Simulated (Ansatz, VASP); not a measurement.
# Lu2SiNF2: VASP beside Ansatz

```
CELL_PARAMETERS angstrom
3.38255 0.00000 0.00000
0.00000 3.38255 0.00000
0.00000 0.00000 7.84855
ATOMIC_POSITIONS crystal
Lu 0.00000 0.00000 0.77659
Lu 0.50000 0.50000 0.40578
Si 0.00000 0.00000 0.19992
N 0.50000 0.50000 0.66626
F 0.50000 0.00000 0.97503
F 0.00000 0.50000 0.97503
```

Change from the starting cell: species swapped into the LaGdCl2O2 type (P4mm, No. 99).

Alike in both runs: functional PBE; k mesh 12 × 12 × 6; occupations gaussian, width 0.1 eV; no spin polarisation.

Ansatz relaxed the structure, and its values are those at the end. VASP's run is a single point on that final structure, the one shown.

```csv
,VASP,Ansatz
version,VASP 6.6.1,Ansatz 0.2.0
potentials or method,"VASP PAW PBE potentials, release 64 (Lu, Si, N, F), cutoff 520 eV","scalar-relativistic, plane waves, PAW"
valence electrons in the cell,73,73
```

```tsv
	VASP	Ansatz	Ansatz less VASP
gap on the k mesh at the Fermi level (eV)	none	none	-
pressure (GPa)	0.5	0.0	-0.46
rms of the force components (eV/Å)	0.047	0.000	-0.0470
```

A gap of «none» marks a metal or a gap that the smearing closes. With one functional, cell and mesh, what is left measures potentials, basis and numerics.

Spin-orbit coupling is off throughout.
